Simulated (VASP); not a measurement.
# CaPb2 (R-3m) in VASP: further runs

The runs below take CaPb2 through single point, relaxation of cell and atoms, with PBE.

Program: VASP 6.6.1. These are calculated values, not measurements. Logs are shortened: lines on timing, memory, paths and dates and some standing lists are left out, and cuts for length are marked.

### Step 1. The cell of the first run

The structure is trigonal, space group R-3m (No. 166). Conventional cell: a = 4.143 Å, b = 4.143 Å, c = 18.770 Å, α = 90.00°, β = 90.00°, γ = 120.00°. Within 3.8 Å of Ca (site symmetry -3m) lie 6 Pb at 2.86 Å. Pb (site symmetry 3m) has 3 Ca at 2.86 Å and 12 Pb at 3.94 to 4.14 Å within 4.2 Å.

### Step 2. Single point, PBE

The input, INCAR:

```
SYSTEM = CaPb2
PREC = Accurate
ENCUT = 520
EDIFF = 1E-6
ISMEAR = 0
SIGMA = 0.1
LREAL = .FALSE.
LASPH = .TRUE.
NELM = 100
ALGO = Fast
ISIF = 2
LWAVE = .FALSE.
LCHARG = .FALSE.
GGA = PE
NBANDS = 26
```

The input, KPOINTS:

```
regular mesh
0
G
  6 6 6
  0 0 0
```

The input, POSCAR:

```
CaPb2
1.0
    2.0715827172      1.1960288394      6.2567097435
   -2.0715827172      1.1960288394      6.2567097435
    0.0000000000     -2.3920576788      6.2567097435
Ca Pb
1 2
Direct
    0.0000000000      0.0000000000      0.0000000000
    0.7500000000      0.7500000000      0.7500000000
    0.2500000000      0.2500000000      0.2500000000
```

Potentials or basis: VASP PAW PBE potentials, release 64 (Ca_sv, Pb_d).

Command:

```bash
> cat potpaw_PBE.64/Ca_sv/POTCAR potpaw_PBE.64/Pb_d/POTCAR > POTCAR
> mpirun -np 1 vasp_std > vasp.out
```

OUTCAR:

```text
SYSTEM = CaPb2
   PREC = Accurate
   ENCUT = 520
   EDIFF = 1E-6
   ISMEAR = 0
   LREAL = .FALSE.
   LASPH = .TRUE.
   NELM = 100
   ISIF = 2
   GGA = PE

 ion  position               nearest neighbor table
   1  0.000  0.000  0.000-   2 2.86   3 2.86   2 2.86   2 2.86   3 2.86   3 2.86
   2  0.750  0.750  0.750-   1 2.86   1 2.86   1 2.86   3 3.94   3 3.94   3 3.94   3 3.94   3 3.94
                             3 3.94
   3  0.250  0.250  0.250-   1 2.86   1 2.86   1 2.86   2 3.94   2 3.94   2 3.94   2 3.94   2 3.94
                             2 3.94

  LATTYP: Found a trigonal (rhomboedric) cell.
 ALAT       =     6.6983846376
 COS(alpha) =     0.8087090652

  Lattice vectors:

 A1 = (   2.0715827172,   1.1960288394,   6.2567097435)
 A2 = (  -2.0715827172,   1.1960288394,   6.2567097435)
 A3 = (   0.0000000000,  -2.3920576788,   6.2567097435)

Analysis of symmetry for initial positions (statically):
=====================================================================
 Subroutine PRICEL returns:
 Original cell was already a primitive cell.

 Routine SETGRP: Setting up the symmetry group for a
 trigonal (rhombohedral) supercell.

 Subroutine GETGRP returns: Found 12 space group operations
 (whereof 12 operations were pure point group operations)
 out of a pool of 12 trial point group operations.

The static configuration has the point symmetry D_3d.

Analysis of symmetry for dynamics (positions and initial velocities):
=====================================================================
 Subroutine PRICEL returns:
 Original cell was already a primitive cell.

 Routine SETGRP: Setting up the symmetry group for a
 trigonal (rhombohedral) supercell.

 Subroutine GETGRP returns: Found 12 space group operations
 (whereof 12 operations were pure point group operations)
 out of a pool of 12 trial point group operations.

The dynamic configuration has the point symmetry D_3d.

 Subroutine INISYM returns: Found 12 space group operations
 (whereof 12 operations are pure point group operations),
 and found     1 'primitive' translations

----------------------------------------------------------------------------------------

                                     Primitive cell

  volume of cell :      93.0125

  direct lattice vectors                    reciprocal lattice vectors
     2.071582717  1.196028839  6.256709744     0.241361349  0.139350040  0.053276138
    -2.071582717  1.196028839  6.256709744    -0.241361349  0.139350040  0.053276138
     0.000000000 -2.392057679  6.256709744     0.000000000 -0.278700080  0.053276138

  length of vectors
     6.698384638  6.698384638  6.698384638     0.283746509  0.283746509  0.283746509

  position of ions in fractional coordinates (direct lattice)
     0.000000000  0.000000000  0.000000000
     0.750000000  0.750000000  0.750000000
     0.250000000  0.250000000  0.250000000

  ion indices of the primitive-cell ions
   primitive index   ion index
                 1           1
                 2           2
                 3           3

----------------------------------------------------------------------------------------

 KPOINTS: regular mesh

Automatic generation of k-mesh.
 Grid dimensions read from file:
 generate k-points for:    6    6    6

 Generating k-lattice:

  Cartesian coordinates                     Fractional coordinates (reciprocal lattice)
     0.040226892  0.023225007  0.008879356     0.166666667 -0.000000000  0.000000000
    -0.040226892  0.023225007  0.008879356    -0.000000000  0.166666667  0.000000000
     0.000000000 -0.046450013  0.008879356     0.000000000  0.000000000  0.166666667

  Length of vectors
     0.047291085  0.047291085  0.047291085

  Shift w.r.t. Gamma in fractional coordinates (k-lattice)
     0.000000000  0.000000000  0.000000000

 Subroutine IBZKPT returns following result:
 ===========================================

 Found     32 irreducible k-points:

 Following reciprocal coordinates:
            Coordinates               Weight
  0.000000  0.000000  0.000000      1.000000
  0.166667 -0.000000 -0.000000      6.000000
  0.333333 -0.000000 -0.000000      6.000000
  0.500000 -0.000000  0.000000      3.000000
  0.166667  0.166667 -0.000000      6.000000
  0.333333  0.166667 -0.000000     12.000000
[... 16 lines left out ...]
  0.500000  0.500000  0.166667      6.000000
 -0.333333  0.500000  0.166667     12.000000
 [... further k-points ...]
   k-points           NKPTS =     32   k-points in BZ     NKDIM =     32   number of bands    NBANDS=     26
   number of dos      NEDOS =    301   number of ions     NIONS =      3
   total plane-waves  NPLWV = 125000
   dimension x,y,z NGX =    50 NGY =   50 NGZ =   50
   dimension x,y,z NGXF=   100 NGYF=  100 NGZF=  100
   ions per type =               1   2
   NGX,Y,Z   is equivalent  to a cutoff of  12.41, 12.41, 12.41 a.u.
   NGXF,Y,Z  is equivalent  to a cutoff of  24.82, 24.82, 24.82 a.u.
 SYSTEM =  CaPb2
   PREC   = accura    normal or accurate (medium, high low for compatibility)
   ISTART =      0    job   : 0-new  1-cont  2-samecut
   ICHARG =      2    charge: 1-file 2-atom 10-const
   ISPIN  =      1    spin polarized calculation?
   LNONCOLLINEAR =      F non collinear calculations
   LSORBIT =      F    spin-orbit coupling
   LASPH  =      T    aspherical Exc in radial PAW
   ENCUT  =  520.0 eV  38.22 Ry    6.18 a.u.  12.45 12.45 12.45*2*pi/ulx,y,z
   NELM   =    100;   NELMIN=  2; NELMDL= -5     # of ELM steps
   EDIFF  = 0.1E-05   stopping-criterion for ELM
   LREAL  =      F    real-space projection
   EDIFFG = 0.1E-04   stopping-criterion for IOM
   NSW    =      0    number of steps for IOM
   IBRION =     -1    ionic relax: 0-MD 1-quasi-New 2-CG
   NFREE  =      0    steps in history (QN), initial steepest desc. (CG)
   ISIF   =      2    stress and relaxation
   ISYM   =      2    0-nonsym 1-usesym 2-fastsym
   POTIM  = 0.5000    time-step for ionic-motion
   TEBEG  =    0.0;   TEEND  =   0.0 temperature during run
   PSTRESS=    0.0 pullay stress
   NELECT =      38.0000    total number of electrons
   NUPDOWN=      -1.0000    fix difference up-down
   EMIN   =  10.00;   EMAX   =-10.00  energy-range for DOS
   EFERMI =   0.00;   METHOD = LEGACY
   ISMEAR =     0;   SIGMA  =   0.10  broadening in eV -4-tet -1-fermi 0-gaus
   EFERMI_NEDOS =   21; number of points for ismear=-14 and -15
   IALGO  =     68    algorithm
   IMIX   =      4    mixing-type and parameters
     AMIX     =   0.40;   BMIX     =  1.00
     AMIX_MAG =   1.60;   BMIX_MAG =  1.00
  volume/ion in A,a.u.               =      31.00       209.23
  Fermi-wavevector in a.u.,A,eV,Ry     =   1.214756  2.295556 20.077186  1.475632
  Thomas-Fermi vector in A             =   2.350165
   LORBIT       =      0    0 simple, 1 ext, 2 COOP (PROOUT), +10 PAW based schemes
   GGA     = PE    functional components
   LHFCALC =     F    Hartree Fock is set to
   AEXX    =    0.0000 exact exchange contribution
   IVDW    =     0    specifies the selected vdW correction
   LEPSILON=     F    determine dielectric tensor
   LRPA    =     F    only Hartree local field effects (RPA)
 non-spin polarized calculation
 RMM-DIIS sequential band-by-band and
 Gauss-broadening in eV      SIGMA  =   0.10
  energy-cutoff  :      520.00
  volume of cell :       93.01
 maximum number of plane-waves:      2555
 NGX is ok and might be reduce to    50
   NGX = 25   NGY = 25   NGZ = 25

 number of electron      38.0000000 magnetization

 Free energy of the ion-electron system (eV)
  ---------------------------------------------------
  ext. energy  EPLUGINS =         0.00000000
  ---------------------------------------------------
  free energy    TOTEN  =        -7.18482484 eV

  energy without entropy =       -7.17465313  energy(sigma->0) =       -7.17973898

 E-fermi :   5.3424     XC(G=0):  -9.4952

 val. band max:        5.3305920152   @ k =  -0.3333   0.5000   0.1667
 cond. band min:       5.3634010350   @ k =   0.5000   0.3333  -0.0000
 fundamental gap:      0.0328090198
 Fermi energy:         5.3423813341

 k-point     1 :       0.0000    0.0000    0.0000
  band No.  band energies     occupation
      1     -35.4665      2.00000
      2     -16.6576      2.00000
      3     -16.6506      2.00000
      4     -16.6506      2.00000
      5     -11.8293      2.00000
      6     -11.8293      2.00000
[... 18 lines left out ...]
     25       9.4353      0.00000
     26      10.7324      0.00000

 k-point     2 :       0.1667   -0.0000   -0.0000
  band No.  band energies     occupation
      1     -35.4650      2.00000
      2     -16.6718      2.00000
      3     -16.6561      2.00000
      4     -16.6557      2.00000
      5     -11.8257      2.00000
      6     -11.8192      2.00000
[... 18 lines left out ...]
     25       9.7550      0.00000
     26      10.9206      0.00000

 k-point     3 :       0.3333   -0.0000   -0.0000
  band No.  band energies     occupation
      1     -35.4620      2.00000
      2     -16.7136      2.00000
      3     -16.6669      2.00000
      4     -16.6521      2.00000
      5     -11.8146      2.00000
      6     -11.8078      2.00000
[... 18 lines left out ...]
     25       9.8775      0.00000
     26      10.5439      0.00000

 k-point     4 :       0.5000   -0.0000    0.0000
  band No.  band energies     occupation
      1     -35.4605      2.00000
      2     -16.7342      2.00000
      3     -16.6723      2.00000
      4     -16.6504      2.00000
      5     -11.8186      2.00000
      6     -11.8071      2.00000
[... 18 lines left out ...]
     25       9.4411      0.00000
     26      11.0764      0.00000

 k-point     5 :       0.1667    0.1667   -0.0000
  band No.  band energies     occupation
      1     -35.4650      2.00000
      2     -16.6718      2.00000
      3     -16.6560      2.00000
      4     -16.6557      2.00000
      5     -11.8314      2.00000
      6     -11.8116      2.00000
[... 18 lines left out ...]
     25       9.6171      0.00000
     26      11.0273      0.00000

 k-point     6 :       0.3333    0.1667   -0.0000
  band No.  band energies     occupation
      1     -35.4627      2.00000
      2     -16.6994      2.00000
      3     -16.6681      2.00000
      4     -16.6530      2.00000
      5     -11.8277      2.00000
      6     -11.7969      2.00000
[... 427 lines left out ...]
 k-point    21 :      -0.3333    0.3333    0.1667
  band No.  band energies     occupation
      1     -35.4605      2.00000
      2     -16.7237      2.00000
      3     -16.6828      2.00000
      4     -16.6505      2.00000
      5     -11.8244      2.00000
      6     -11.8023      2.00000
[... 18 lines left out ...]
     25       9.3980      0.00000
     26      10.6387      0.00000

 k-point    22 :      -0.1667    0.3333    0.1667
  band No.  band energies     occupation
      1     -35.4605      2.00000
      2     -16.7239      2.00000
      3     -16.6828      2.00000
      4     -16.6504      2.00000
      5     -11.8288      2.00000
      6     -11.8047      2.00000
[... 18 lines left out ...]
     25       9.4907      0.00000
     26      10.3230      0.00000

 k-point    23 :       0.5000    0.5000    0.1667
  band No.  band energies     occupation
      1     -35.4620      2.00000
      2     -16.7136      2.00000
      3     -16.6668      2.00000
      4     -16.6523      2.00000
      5     -11.8212      2.00000
      6     -11.8132      2.00000
[... 18 lines left out ...]
     25       9.6230      0.00000
     26      10.9862      0.00000

 k-point    24 :      -0.3333    0.5000    0.1667
  band No.  band energies     occupation
      1     -35.4605      2.00000
      2     -16.7238      2.00000
      3     -16.6828      2.00000
      4     -16.6505      2.00000
      5     -11.8321      2.00000
      6     -11.8076      2.00000
[... 18 lines left out ...]
     25       9.3938      0.00000
     26      10.9661      0.00000

 [... further k-points ...]
[... 5 lines left out ...]
  --------------------------------------------------------------------------------------
  -------------------------------------------------------------------------------------
  Total        5.6945158      5.6945158      4.6008562      0.0000000      0.0000000      0.0000000
  in kB       98.0903303     98.0903303     79.2516030      0.0000000      0.0000000      0.0000000
  external PRESSURE =      91.8107545 kB  Pullay stress =       0.0000000 kB

 VOLUME and BASIS-vectors are now :
 -----------------------------------------------------------------------------
  energy-cutoff  :      520.00
  volume of cell :       93.01
      direct lattice vectors                 reciprocal lattice vectors
     2.071582717  1.196028839  6.256709744     0.241361349  0.139350040  0.053276138
    -2.071582717  1.196028839  6.256709744    -0.241361349  0.139350040  0.053276138
     0.000000000 -2.392057679  6.256709744     0.000000000 -0.278700080  0.053276138

 POSITION                                       TOTAL-FORCE (eV/Angst)
 -----------------------------------------------------------------------------------
      0.00000      0.00000      0.00000         0.000000      0.000000     -0.000000
      0.00000      0.00000     14.07760         0.000000     -0.000000      2.880650
      0.00000      0.00000      4.69253         0.000000     -0.000000     -2.880650
 -----------------------------------------------------------------------------------
    total drift:                                0.000000     -0.000000     -0.000000

  FREE ENERGIE OF THE ION-ELECTRON SYSTEM (eV)
  ---------------------------------------------------
  free  energy   TOTEN  =        -7.1848248369 eV

  energy  without entropy=       -7.1746531267  energy(sigma->0) =       -7.17973898
```

It took 3.5 min on 1 thread of Intel Xeon 6975P-C (Granite Rapids), shared host; peak memory 0.38 GiB.

What came out:

```
Free energy            : -7.1848 eV
Pressure               : 9.2 GPa
Largest force          : 2.881 eV/Å
Band gap on the k mesh : zero (bands 19 and 20 overlap by 1.50 eV)
```

Forces on the atoms (eV/Å):
```
Ca   0.000  0.000  0.000
Pb   0.000  0.000  2.881
Pb   0.000  0.000 -2.881
```

Levels at points of the mesh, in eV from the Fermi level:
```csv
k point,band 17,band 18,band 19,band 20,band 21,band 22
"(0.00, 0.00, 0.00)",-3.25,0.17,0.17,3.10,3.10,3.61
"(0.50, 0.00, 0.00)",-2.49,-1.73,-0.91,0.12,0.23,1.42
"(0.50, 0.50, 0.00)",-3.40,-2.39,0.63,0.69,1.09,1.47
"(0.50, 0.50, 0.50)",-0.65,0.15,0.33,0.33,2.99,2.99
```

Caveat: the cell stands under pressure; spin-orbit coupling is left out, which moves the levels of the heavy elements; forces of over 1 eV/Å act on the atoms, so gaps and moduli don't describe the material at rest.

### Step 3. Single point, PBE

This run uses another cell than the first one, of 34.79 Å³/atom.

The input, INCAR:

```
SYSTEM = CaPb2
ALGO     = Fast           ! electronic algorithm
EDIFF    = 1E-6           ! SCF threshold, eV
ENCUT    = 520            ! plane-wave cutoff, eV
GGA      = PE             ! functional
ISIF     = 2              ! what is computed and relaxed
ISMEAR   = 0              ! smearing method
LASPH    = .TRUE.         ! aspherical terms in the spheres
LCHARG   = .FALSE.        ! write CHGCAR
LREAL    = .FALSE.        ! projectors in reciprocal space
LWAVE    = .FALSE.        ! write WAVECAR
NBANDS   = 26             ! bands
NELM     = 80             ! most SCF steps
PREC     = Accurate       ! precision mode
SIGMA    = 0.1            ! smearing width, eV
```

The input, KPOINTS:

```
k-points
0
G
  6 6 6
  0 0 0
```

The input, POSCAR:

```
CaPb2
1.0
    2.3681515525      1.3672529363      5.3722071192
   -2.3681515525      1.3672529363      5.3722071192
    0.0000000000     -2.7345058726      5.3722071192
Ca Pb
1 2
Direct
    0.0000000000      0.0000000000      0.0000000000
    0.7865441851      0.7865441851      0.7865441851
    0.2134558149      0.2134558149      0.2134558149
```

Potentials or basis: VASP PAW PBE potentials, release 64 (Ca_sv, Pb_d).

Command:

```bash
> cat potpaw_PBE.64/Ca_sv/POTCAR potpaw_PBE.64/Pb_d/POTCAR > POTCAR
> mpirun -np 1 vasp_std > vasp.out
```

Run time: 2.2 min. Hardware: 1 thread of Intel Xeon 6975P-C (Granite Rapids), shared host; peak memory 0.35 GiB.

It converged, with:

```yaml
Free_energy: -9.9210 eV
Pressure: 0.2 GPa
Largest_force: 0.004 eV/Å
Band_gap_on_the_k_mesh: zero (bands 19 and 20 overlap by 0.13 eV)
```

Forces on the atoms (eV/Å):
```
Ca   0.000  0.000  0.000
Pb   0.000  0.000 -0.004
Pb   0.000  0.000  0.004
```

Stress tensor (GPa, compression positive):
```
0.23 0.00 0.00
0.00 0.23 0.00
0.00 0.00 0.01
```

Levels at points of the mesh, in eV from the Fermi level:
```tsv
k point	band 17	band 18	band 19	band 20	band 21	band 22
(0.00, 0.00, 0.00)	-1.91	-0.61	-0.61	0.82	2.46	2.46
(0.50, 0.00, 0.00)	-1.90	-1.40	-1.13	0.04	0.27	2.40
(0.50, 0.50, 0.00)	-3.23	-1.88	-1.32	0.79	1.78	2.77
(0.50, 0.50, 0.50)	-0.95	0.17	0.17	0.93	0.93	1.55
```

Caveat: spin-orbit coupling is left out, which moves the levels of the heavy elements.

### Step 4. Relaxation of cell and atoms, PBE

The input, INCAR:

```
PREC = Accurate
ENCUT = 600
EDIFF = 1E-7
ISMEAR = 0
SIGMA = 0.1
LREAL = False
LASPH = True
NELM = 100
ALGO = Normal
ISIF = 3
LWAVE = False
LCHARG = False
GGA = PE
IBRION = 2
NSW = 90
EDIFFG = -0.04
```

The input, KPOINTS:

```
Automatic mesh
0
Gamma
  6 6 6
```

The input, POSCAR:

```
CaPb2
1.0
    2.0715827172      1.1960288394      6.2567097435
   -2.0715827172      1.1960288394      6.2567097435
    0.0000000000     -2.3920576788      6.2567097435
Ca Pb
1 2
Direct
    0.0000000000      0.0000000000      0.0000000000
    0.7500000000      0.7500000000      0.7500000000
    0.2500000000      0.2500000000      0.2500000000
```

Command:

```bash
> cat potpaw_PBE.64/Ca_sv/POTCAR potpaw_PBE.64/Pb_d/POTCAR > POTCAR
> mpirun -np 1 vasp_std > vasp.out
```

Run time: 30 min. Hardware: 1 thread of Intel Xeon 6975P-C (Granite Rapids), shared host; peak memory 0.5 GiB.

The run converged. Its results:

| Property | Result |
| --- | --- |
| Free energy | -9.9160 eV |
| Relaxed volume | 34.89 Å³/atom |
| Relaxed cell | a = 6.027 Å, b = 6.027 Å, c = 6.027 Å, α = 46.36°, β = 46.36°, γ = 46.36° |
| Space group after relaxing (to 0.1 Å) | R-3m (No. 166) |
| Energy gained by relaxing | 910.2 meV/atom |
| Ionic steps | 18 |
| Pressure after relaxing | 0.1 GPa |
| Largest force after relaxing | 0.012 eV/Å |
| Band gap on the k mesh | zero (bands 19 and 20 overlap by 0.11 eV) |

Forces on the atoms (eV/Å):
```
Ca   0.000  0.000  0.000
Pb   0.000  0.000 -0.012
Pb   0.000  0.000  0.012
```

Stress tensor (GPa, compression positive):
```
0.16 0.00 0.00
0.00 0.16 0.00
0.00 0.00 0.06
```

The path:
```csv
step,energy change (eV),largest force (eV/Å),pressure (GPa),volume (Å³)
1,0.0000,2.8803,9.23,93.01
2,-1.0278,1.2267,-1.22,119.18
3,-1.0347,1.1456,-1.69,121.77
4,-1.2595,1.3348,-1.74,117.30
5,-2.0336,1.5319,-0.92,104.48
6,-1.3587,2.9104,17.73,81.39
7,-2.2290,1.3917,0.69,98.30
8,-2.3432,0.0057,5.89,89.61
9,-2.3826,0.6702,3.39,92.77
10,-2.5172,0.0101,2.89,95.70
11,-2.5493,0.4122,2.78,97.93
12,-2.6533,0.1601,0.13,105.07
13,-2.6626,0.0883,-0.81,108.49
14,-2.6951,0.1266,-0.63,107.94
15,-2.7197,0.2361,-0.25,106.95
16,-2.7199,0.2545,-0.19,106.81
17,-2.7267,0.1637,-0.08,105.98
18,-2.7307,0.0123,0.12,104.66
```

Final structure:
```
Ca Pb
1.0
     2.37234    1.36967    5.36840
    -2.37234    1.36967    5.36840
     0.00000   -2.73935    5.36840
Ca Pb
1 2
Cartesian
  0.0000 0.0000 0.0000
  0.0000 0.0000 12.6684
  0.0000 0.0000 3.4368
```

Levels at points of the mesh, in eV from the Fermi level:
```
           k point  band 17  band 18  band 19  band 20  band 21  band 22
(0.00, 0.00, 0.00)    -1.90    -0.62    -0.62     0.80     2.46     2.46
(0.50, 0.00, 0.00)    -1.89    -1.40    -1.12     0.05     0.26     2.40
(0.50, 0.50, 0.00)    -3.22    -1.87    -1.32     0.78     1.78     2.77
(0.50, 0.50, 0.50)    -0.98     0.16     0.16     0.93     0.93     1.55
```

Caveat: spin-orbit coupling is left out, which moves the levels of the heavy elements.

(Continued in part 2 of 2.)

The gap in the log of VASP goes by the Fermi energy; the results here count the filled bands.